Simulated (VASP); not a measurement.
Here is a VASP 6.6.1 calculation.

File INCAR:

```
  PREC = Accurate
  ENCUT = 520
  EDIFF = 1E-7
  ISMEAR = 0
  SIGMA = 0.15
  LREAL = F
  LASPH = T
  NELM = 80
  ALGO = Fast
  ISIF = 2
  LWAVE = F
  LCHARG = F
  NBANDS = 24
```

The input KPOINTS:

```
regular mesh
0
Gamma
  12 12 8
```

Contents of POSCAR:

```
Al3Cu2
1.0
    4.0557157516      0.0000000000      0.0000000000
   -2.0278578758      3.5123528714      0.0000000000
    0.0000000000      0.0000000000      4.9315479608
Al Cu
3 2
Direct
    0.0000000000      0.0000000000      0.0000000000
    0.3578061801      0.6666666667      0.3508928116
    0.6421938199      0.3333333333      0.6491071884
    0.2926993220      0.6666666667      0.8415870660
    0.7073006780      0.3333333333      0.1584129340
```

Potentials or basis: VASP PAW LDA potentials, release 64 (Al, Cu).

Launch:

```console
$ cat potpaw_LDA.64/Al/POTCAR potpaw_LDA.64/Cu/POTCAR > POTCAR
$ mpirun -np 1 vasp_std > vasp.out
```

Estimate the band gap on the k mesh.

zero (an odd number of electrons rules out a gap without spin polarisation).

Estimate the pressure.

1.7 GPa.

Predict the largest force.

0.726 eV/Å.

Stress tensor (GPa, compression positive):
```
 3.59 -2.82  0.52
-2.82  1.13 -0.08
 0.52 -0.08  0.25
```

Caveat: the cell differs from its parent crystal (atoms displaced along a vibrational mode).
